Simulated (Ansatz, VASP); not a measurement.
One calculation of Ca, two programs

```
Ca
1.0
    -0.03907    2.80626    2.81025
     2.72557   -0.00878    2.77997
     2.75441    2.80481   -0.03762
Ca
1
Direct
  0.00063 0.98687 0.01152
```

Change from the starting cell: cell strained at random at fixed volume.

Alike in both runs: task single point; functional PBE; k mesh 8 × 8 × 8; occupations gaussian, width 0.1 eV; no spin polarisation.

|  | VASP | Ansatz |
| --- | --- | --- |
| version | VASP 6.6.1 | Ansatz 0.2.0 |
| potentials or method | VASP PAW PBE potentials, release 64 (Ca_sv), cutoff 520 eV | all-electron LAPW, scalar-relativistic |

|  | VASP | Ansatz | Ansatz less VASP |
| --- | --- | --- | --- |
| gap on the k mesh at the Fermi level (eV) | none | none | - |
| pressure (GPa) | -0.5 | -0.6 | -0.01 |
| traceless stress, the component that is largest in VASP (GPa) | 0.30 | 0.30 | -0.001 |

A gap of «none» marks a metal or a gap that the smearing closes. Ansatz ran all-electron here, and VASP with PAW potentials.
